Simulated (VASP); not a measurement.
Set up this calculation in VASP 6.6.1, as the native input.

```
Task                   : single point
Functional             : PBE
Potentials or basis    : VASP PAW PBE potentials, release 64 (Ga_d, N)
Cutoff                 : 520 eV
k mesh                 : 14 × 14 × 14
Occupations            : fermi-dirac, width 0.08 eV
Spin                   : no spin polarisation
Dipole correction      : no
Further INCAR settings : ALGO = Normal; EDIFF = 1e-07; NBANDS = 16
```

The structure of GaN (CsCl type) lies in POSCAR:

```
GaN
1.0
    2.7432025431      0.0000000000      0.0000000000
    0.0000000000      2.7432025431      0.0000000000
    0.0000000000      0.0000000000      2.7432025431
Ga N
1 1
Direct
    0.0000000000      0.0000000000      0.0000000000
    0.5000000000      0.5000000000      0.5000000000
```

These files were run (other wordings do the same):

INCAR

```
SYSTEM = GaN
  ALGO = Normal
  EDIFF = 1E-7
  ENCUT = 520
  GGA = PE
  ISIF = 2
  ISMEAR = -1
  LASPH = .True.
  LCHARG = .False.
  LREAL = .False.
  LWAVE = .False.
  NBANDS = 16
  NELM = 80
  PREC = Accurate
  SIGMA = 0.08
```

KPOINTS

```
k-points
0
Gamma
  14 14 14
  0 0 0
```

Potentials or basis: VASP PAW PBE potentials, release 64 (Ga_d, N).

Run with:

```bash
$ cat potpaw_PBE.64/Ga_d/POTCAR potpaw_PBE.64/N/POTCAR > POTCAR
$ mpirun -np 1 vasp_std > vasp.out
```

Results of the run:

| Item | Value |
| --- | --- |
| Pressure | 0.5 GPa |
| Band gap on the k mesh | zero (band 9 reaches 7.90 eV, above the bottom of band 10 at 6.32 eV) |

Wall time 46 s on 1 thread of Intel(R) Xeon(R) Platinum 8259CL CPU @ 2.50GHz (Skylake/Cascade Lake) (shared host), peak memory 0.15 GiB.
